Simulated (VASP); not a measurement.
# SiC (P6_3/mmc) in VASP: notebook

Aim: see how the results for SiC move with the level of theory and the settings. Levels: LDA, PBEsol. Tasks: single point.

Program: VASP 6.6.1. These are calculated values, not measurements. Logs are shortened: lines on timing, memory, paths and dates and some standing lists are left out, and cuts for length are marked.

### Step 1. The cell of the first run

Symmetry: P6_3/mmc, No. 194, hexagonal system. The conventional cell has a = 3.147 Å, b = 3.147 Å, c = 4.667 Å, α = 90.00°, β = 90.00°, γ = 120.00°. Within 2.4 Å of Si (site symmetry -6m2) lie 5 C at 1.82 to 2.33 Å. C (site symmetry -6m2) has 5 Si at 1.82 to 2.33 Å within 2.4 Å.

### Step 2. Single point, LDA

File INCAR:

```
  PREC = Accurate
  ENCUT = 520
  EDIFF = 1E-6
  ISMEAR = -1
  SIGMA = 0.02
  LREAL = False
  LASPH = True
  NELM = 60
  ALGO = Normal
  ISIF = 2
  LWAVE = False
  LCHARG = False
  NBANDS = 16
```

File KPOINTS:

```
Automatic mesh
0
Gamma
  12 12 6
```

File POSCAR:

```
SiC
1.0
    3.1466398896      0.0000000000      0.0000000000
   -1.5733199448      2.7250700809      0.0000000000
    0.0000000000      0.0000000000      4.6671105469
Si C
2 2
Direct
    0.3333333333      0.6666666667      0.2500000000
    0.6666666667      0.3333333333      0.7500000000
    0.6666666667      0.3333333333      0.2500000000
    0.3333333333      0.6666666667      0.7500000000
```

Potentials or basis: VASP PAW LDA potentials, release 64 (Si, C).

Command:

```sh
> cat potpaw_LDA.64/Si/POTCAR potpaw_LDA.64/C/POTCAR > POTCAR
> mpirun -np 1 vasp_std > vasp.out
```

OUTCAR:

```text
PREC = Accurate
   ENCUT = 520
   EDIFF = 1E-6
   ISMEAR = -1
   LREAL = False
   LASPH = True
   NELM = 60
   ISIF = 2

 ion  position               nearest neighbor table
   1  0.333  0.667  0.250-   3 1.82   3 1.82   3 1.82   4 2.33   4 2.33   2 2.96   2 2.96   2 2.96
                             2 2.96   2 2.96   2 2.96
   2  0.667  0.333  0.750-   4 1.82   4 1.82   4 1.82   3 2.33   3 2.33   1 2.96   1 2.96   1 2.96
                             1 2.96   1 2.96   1 2.96
   3  0.667  0.333  0.250-   1 1.82   1 1.82   1 1.82   2 2.33   2 2.33
   4  0.333  0.667  0.750-   2 1.82   2 1.82   2 1.82   1 2.33   1 2.33

  LATTYP: Found a hexagonal cell.
 ALAT       =     3.1466398896
 C/A-ratio  =     1.4832045327

  Lattice vectors:

 A1 = (   3.1466398896,   0.0000000000,   0.0000000000)
 A2 = (  -1.5733199448,   2.7250700809,   0.0000000000)
 A3 = (   0.0000000000,   0.0000000000,   4.6671105469)

Analysis of symmetry for initial positions (statically):
=====================================================================
 Subroutine PRICEL returns:
 Original cell was already a primitive cell.

 Routine SETGRP: Setting up the symmetry group for a
 hexagonal supercell.

 Subroutine GETGRP returns: Found 24 space group operations
 (whereof 12 operations were pure point group operations)
 out of a pool of 24 trial point group operations.

The static configuration has the point symmetry D_3d.
 The point group associated with its full space group is D_6h.

Analysis of symmetry for dynamics (positions and initial velocities):
=====================================================================
 Subroutine PRICEL returns:
 Original cell was already a primitive cell.

 Routine SETGRP: Setting up the symmetry group for a
 hexagonal supercell.

 Subroutine GETGRP returns: Found 24 space group operations
 (whereof 12 operations were pure point group operations)
 out of a pool of 24 trial point group operations.

The dynamic configuration has the point symmetry D_3d.
 The point group associated with its full space group is D_6h.

 Subroutine INISYM returns: Found 24 space group operations
 (whereof 12 operations are pure point group operations),
 and found     1 'primitive' translations

----------------------------------------------------------------------------------------

                                     Primitive cell

  volume of cell :      40.0196

  direct lattice vectors                    reciprocal lattice vectors
     3.146639890  0.000000000  0.000000000     0.317799315  0.183481520  0.000000000
    -1.573319945  2.725070081  0.000000000     0.000000000  0.366963040  0.000000000
     0.000000000  0.000000000  4.667110547     0.000000000  0.000000000  0.214265334

  length of vectors
     3.146639890  3.146639890  4.667110547     0.366963040  0.366963040  0.214265334

  position of ions in fractional coordinates (direct lattice)
     0.333333333  0.666666667  0.250000000
     0.666666667  0.333333333  0.750000000
     0.666666667  0.333333333  0.250000000
     0.333333333  0.666666667  0.750000000

  ion indices of the primitive-cell ions
   primitive index   ion index
                 1           1
                 2           2
                 3           3
                 4           4

----------------------------------------------------------------------------------------

 KPOINTS: Automatic mesh

Automatic generation of k-mesh.
 Grid dimensions read from file:
 generate k-points for:   12   12    6

 Generating k-lattice:

  Cartesian coordinates                     Fractional coordinates (reciprocal lattice)
     0.026483276  0.015290127  0.000000000     0.083333333  0.000000000  0.000000000
     0.000000000  0.030580253  0.000000000     0.000000000  0.083333333  0.000000000
     0.000000000  0.000000000  0.035710889     0.000000000  0.000000000  0.166666667

  Length of vectors
     0.030580253  0.030580253  0.035710889

  Shift w.r.t. Gamma in fractional coordinates (k-lattice)
     0.000000000  0.000000000  0.000000000

 Subroutine IBZKPT returns following result:
 ===========================================

 Found     76 irreducible k-points:

 Following reciprocal coordinates:
            Coordinates               Weight
  0.000000  0.000000  0.000000      1.000000
  0.083333 -0.000000  0.000000      6.000000
  0.166667  0.000000  0.000000      6.000000
  0.250000  0.000000  0.000000      6.000000
  0.333333 -0.000000  0.000000      6.000000
  0.416667  0.000000  0.000000      6.000000
[... 16 lines left out ...]
  0.250000  0.000000  0.166667     12.000000
  0.333333 -0.000000  0.166667     12.000000
 [... further k-points ...]
   k-points           NKPTS =     76   k-points in BZ     NKDIM =     76   number of bands    NBANDS=     16
   number of dos      NEDOS =    301   number of ions     NIONS =      4
   total plane-waves  NPLWV =  20736
   dimension x,y,z NGX =    24 NGY =   24 NGZ =   36
   dimension x,y,z NGXF=    48 NGYF=   48 NGZF=   72
   ions per type =               2   2
   NGX,Y,Z   is equivalent  to a cutoff of  12.68, 12.68, 12.82 a.u.
   NGXF,Y,Z  is equivalent  to a cutoff of  25.36, 25.36, 25.65 a.u.
 SYSTEM =  unknown system
   PREC   = accura    normal or accurate (medium, high low for compatibility)
   ISTART =      0    job   : 0-new  1-cont  2-samecut
   ICHARG =      2    charge: 1-file 2-atom 10-const
   ISPIN  =      1    spin polarized calculation?
   LNONCOLLINEAR =      F non collinear calculations
   LSORBIT =      F    spin-orbit coupling
   LASPH  =      T    aspherical Exc in radial PAW
   ENCUT  =  520.0 eV  38.22 Ry    6.18 a.u.   5.85  5.85  8.68*2*pi/ulx,y,z
   NELM   =     60;   NELMIN=  2; NELMDL= -5     # of ELM steps
   EDIFF  = 0.1E-05   stopping-criterion for ELM
   LREAL  =      F    real-space projection
[... 7 lines left out ...]
   TEBEG  =    0.0;   TEEND  =   0.0 temperature during run
   PSTRESS=    0.0 pullay stress
   NELECT =      16.0000    total number of electrons
   NUPDOWN=      -1.0000    fix difference up-down
   EMIN   =  10.00;   EMAX   =-10.00  energy-range for DOS
   EFERMI =   0.00;   METHOD = LEGACY
   ISMEAR =    -1;   SIGMA  =   0.02  broadening in eV -4-tet -1-fermi 0-gaus
   EFERMI_NEDOS =   21; number of points for ismear=-14 and -15
   IALGO  =     38    algorithm
   IMIX   =      4    mixing-type and parameters
     AMIX     =   0.40;   BMIX     =  1.00
     AMIX_MAG =   1.60;   BMIX_MAG =  1.00
  volume/ion in A,a.u.               =      10.00        67.52
  Fermi-wavevector in a.u.,A,eV,Ry     =   1.206028  2.279062 19.789707  1.454502
  Thomas-Fermi vector in A             =   2.341707
   LORBIT       =      0    0 simple, 1 ext, 2 COOP (PROOUT), +10 PAW based schemes
   GGA     = CA    functional components
   LHFCALC =     F    Hartree Fock is set to
   AEXX    =    0.0000 exact exchange contribution
   IVDW    =     0    specifies the selected vdW correction
   LEPSILON=     F    determine dielectric tensor
   LRPA    =     F    only Hartree local field effects (RPA)
 non-spin polarized calculation
  energy-cutoff  :      520.00
  volume of cell :       40.02
 maximum number of plane-waves:      1089
 NGX is ok and might be reduce to    24
   NGX = 11   NGY = 11   NGZ = 17

 number of electron      16.0000000 magnetization

 Free energy of the ion-electron system (eV)
  ---------------------------------------------------
  ext. energy  EPLUGINS =         0.00000000
  ---------------------------------------------------
  free energy    TOTEN  =       -31.47511729 eV

  energy without entropy =      -31.47490252  energy(sigma->0) =      -31.47500991

 E-fermi :  10.5150     XC(G=0): -11.7174

 val. band max:       10.5004837622   @ k =   0.5000   0.0000   0.1667
 cond. band min:      10.6147795583   @ k =   0.0833   0.0833   0.0000
 fundamental gap:      0.1142957961
 Fermi energy:        10.5149839161

 k-point     1 :       0.0000    0.0000    0.0000
  band No.  band energies     occupation
      1      -7.1513      2.00000
      2      -2.7816      2.00000
      3       0.7919      2.00000
      4       6.1536      2.00000
      5       6.1536      2.00000
      6       7.8245      2.00000
[... 8 lines left out ...]
     15      17.6809      0.00000
     16      18.7876      0.00000

 k-point     2 :       0.0833   -0.0000    0.0000
  band No.  band energies     occupation
      1      -7.0356      2.00000
      2      -2.6860      2.00000
      3       0.9064      2.00000
      4       5.5052      2.00000
      5       5.9646      2.00000
      6       7.4674      2.00000
[... 8 lines left out ...]
     15      17.1514      0.00000
     16      19.4521      0.00000

 k-point     3 :       0.1667    0.0000    0.0000
  band No.  band energies     occupation
      1      -6.6913      2.00000
      2      -2.4090      2.00000
      3       1.2470      2.00000
      4       4.0895      2.00000
      5       5.5292      2.00000
      6       6.5473      2.00000
[... 8 lines left out ...]
     15      18.0874      0.00000
     16      18.7989      0.00000

 k-point     4 :       0.2500    0.0000    0.0000
  band No.  band energies     occupation
      1      -6.1280      2.00000
      2      -1.9949      2.00000
      3       1.8024      2.00000
      4       2.5126      2.00000
      5       5.0503      2.00000
      6       5.3560      2.00000
[... 8 lines left out ...]
     15      18.0283      0.00000
     16      18.7365      0.00000

 k-point     5 :       0.3333   -0.0000    0.0000
  band No.  band energies     occupation
      1      -5.3699      2.00000
      2      -1.6132      2.00000
      3       1.1699      2.00000
      4       2.5428      2.00000
      5       4.1045      2.00000
      6       4.6519      2.00000
[... 8 lines left out ...]
     15      18.7102      0.00000
     16      19.0333      0.00000

 k-point     6 :       0.4167    0.0000    0.0000
  band No.  band energies     occupation
      1      -4.4938      2.00000
      2      -1.8008      2.00000
      3       0.6898      2.00000
      4       2.9659      2.00000
      5       3.3714      2.00000
      6       4.3948      2.00000
[... 8 lines left out ...]
     15      19.3757      0.00000
     16      19.8469      0.00000
[... 267 lines left out ...]
 k-point    21 :       0.0833   -0.0000    0.1667
  band No.  band energies     occupation
      1      -6.8734      2.00000
      2      -3.3776      2.00000
      3       1.8544      2.00000
      4       5.6231      2.00000
      5       6.0654      2.00000
      6       7.2830      2.00000
[... 8 lines left out ...]
     15      16.8221      0.00000
     16      20.4041      0.00000

 k-point    22 :       0.1667    0.0000    0.1667
  band No.  band energies     occupation
      1      -6.5301      2.00000
      2      -3.0768      2.00000
      3       2.1260      2.00000
      4       4.2696      2.00000
      5       5.6386      2.00000
      6       6.2609      2.00000
[... 8 lines left out ...]
     15      17.7405      0.00000
     16      19.4784      0.00000

 k-point    23 :       0.2500    0.0000    0.1667
  band No.  band energies     occupation
      1      -5.9686      2.00000
      2      -2.6073      2.00000
      3       2.1513      2.00000
      4       3.1733      2.00000
      5       4.9697      2.00000
      6       5.1668      2.00000
[... 8 lines left out ...]
     15      18.5558      0.00000
     16      19.3917      0.00000

 k-point    24 :       0.3333   -0.0000    0.1667
  band No.  band energies     occupation
      1      -5.2138      2.00000
      2      -2.0736      2.00000
      3       0.9883      2.00000
      4       3.5756      2.00000
      5       3.6306      2.00000
      6       4.7728      2.00000
[... 8 lines left out ...]
     15      19.2608      0.00000
     16      19.8405      0.00000

 [... further k-points ...]

------------------------ aborting loop because EDIFF is reached ----------------------------------------

  FORCE on cell =-STRESS in cart. coord.  units (eV):
  Direction    XX          YY          ZZ          XY          YZ          ZX
  --------------------------------------------------------------------------------------
  -------------------------------------------------------------------------------------
  Total        0.1048727      0.1048727      0.0410758      0.0000000      0.0000000      0.0000000
  in kB        4.1985583      4.1985583      1.6444613      0.0000000      0.0000000      0.0000000
  external PRESSURE =       3.3471926 kB  Pullay stress =       0.0000000 kB

 VOLUME and BASIS-vectors are now :
 -----------------------------------------------------------------------------
  energy-cutoff  :      520.00
  volume of cell :       40.02
      direct lattice vectors                 reciprocal lattice vectors
     3.146639890  0.000000000  0.000000000     0.317799315  0.183481520  0.000000000
    -1.573319945  2.725070081  0.000000000     0.000000000  0.366963040  0.000000000
     0.000000000  0.000000000  4.667110547     0.000000000  0.000000000  0.214265334

 POSITION                                       TOTAL-FORCE (eV/Angst)
 -----------------------------------------------------------------------------------
     -0.00000      1.81671      1.16678        -0.000000      0.000000      0.000000
      1.57332      0.90836      3.50033         0.000000     -0.000000      0.000000
      1.57332      0.90836      1.16678         0.000000      0.000000      0.000000
     -0.00000      1.81671      3.50033        -0.000000      0.000000      0.000000
 -----------------------------------------------------------------------------------
    total drift:                                0.000000     -0.000000      0.000000

  FREE ENERGIE OF THE ION-ELECTRON SYSTEM (eV)
  ---------------------------------------------------
  free  energy   TOTEN  =       -31.4751172948 eV

  energy  without entropy=      -31.4749025190  energy(sigma->0) =      -31.47500991
```

It took 13 s on 1 thread of Intel Xeon 6975P-C (Granite Rapids), shared host; peak memory 0.15 GiB.

Results:

* Free energy: -31.4751 eV
* Pressure: 0.3 GPa
* Band gap on the k mesh: zero (band 8 reaches 11.20 eV, above the bottom of band 9 at 10.28 eV)

Stress tensor (GPa, compression positive):
```
0.42 0.00 0.00
0.00 0.42 0.00
0.00 0.00 0.16
```

### Step 3. Single point, PBEsol

This run uses another cell than the first one, of 10.19 Å³/atom, 1.019 times its volume.

File INCAR:

```
SYSTEM = SiC
ALGO     = Normal         ! electronic algorithm
EDIFF    = 1E-6           ! SCF threshold, eV
ENCUT    = 520            ! plane-wave cutoff, eV
GGA      = PS             ! functional
ISIF     = 2              ! what is computed and relaxed
ISMEAR   = -1             ! smearing method
LASPH    = .TRUE.         ! aspherical terms in the spheres
LCHARG   = .TRUE.         ! write CHGCAR
LELF     = .TRUE.         ! ELF
LREAL    = .FALSE.        ! projectors in reciprocal space
LVHAR    = .TRUE.       
LWAVE    = .FALSE.        ! write WAVECAR
NBANDS   = 16             ! bands
NELM     = 100            ! most SCF steps
PREC     = Accurate       ! precision mode
SIGMA    = 0.02           ! smearing width, eV
```

File KPOINTS:

```
k-points
0
G
  12 12 6
  0 0 0
```

File POSCAR:

```
SiC
1.0
    3.1666296321      0.0000000000      0.0000000000
   -1.5833148160      2.7423817058      0.0000000000
    0.0000000000      0.0000000000      4.6955082710
Si C
2 2
Direct
    0.3333333333      0.6666666667      0.2500000000
    0.6666666667      0.3333333333      0.7500000000
    0.6666666667      0.3333333333      0.2500000000
    0.3333333333      0.6666666667      0.7500000000
```

Potentials or basis: VASP PAW PBE potentials, release 64 (Si, C).

Command:

```sh
> cat potpaw_PBE.64/Si/POTCAR potpaw_PBE.64/C/POTCAR > POTCAR
> mpirun -np 1 vasp_std > vasp.out
```

Run time: 13 s. Hardware: 1 thread of Intel Xeon 6975P-C (Granite Rapids), shared host; peak memory 0.17 GiB.

It converged, with:

| Item | Value |
| --- | --- |
| Free energy | -30.0504 eV |
| Pressure | 0.3 GPa |
| Band gap on the k mesh | zero (band 8 reaches 10.95 eV, above the bottom of band 9 at 10.00 eV) |

Stress tensor (GPa, compression positive):
```
0.45 0.00 0.00
0.00 0.45 0.00
0.00 0.00 0.09
```

Levels at points of the mesh, in eV from the Fermi level:
| k point | band 5 | band 6 | band 7 | band 8 | band 9 | band 10 | band 11 | band 12 |
| --- | --- | --- | --- | --- | --- | --- | --- | --- |
| (0.00, 0.00, 0.00) | -4.30 | -2.63 | -2.63 | 0.71 | 1.20 | 3.88 | 3.88 | 4.52 |
| (0.50, 0.00, 0.00) | -6.56 | -6.13 | -4.18 | -3.64 | -0.24 | 3.81 | 4.93 | 6.40 |
| (0.00, 0.00, 0.50) | -3.54 | -3.54 | -3.54 | -3.54 | 2.76 | 2.76 | 4.55 | 4.55 |
| (0.50, 0.00, 0.50) | -5.10 | -5.10 | -2.57 | -2.57 | 1.90 | 1.90 | 2.36 | 2.36 |

Caveat: the PAW data sets were made with another functional, which shifts forces and pressure a little.
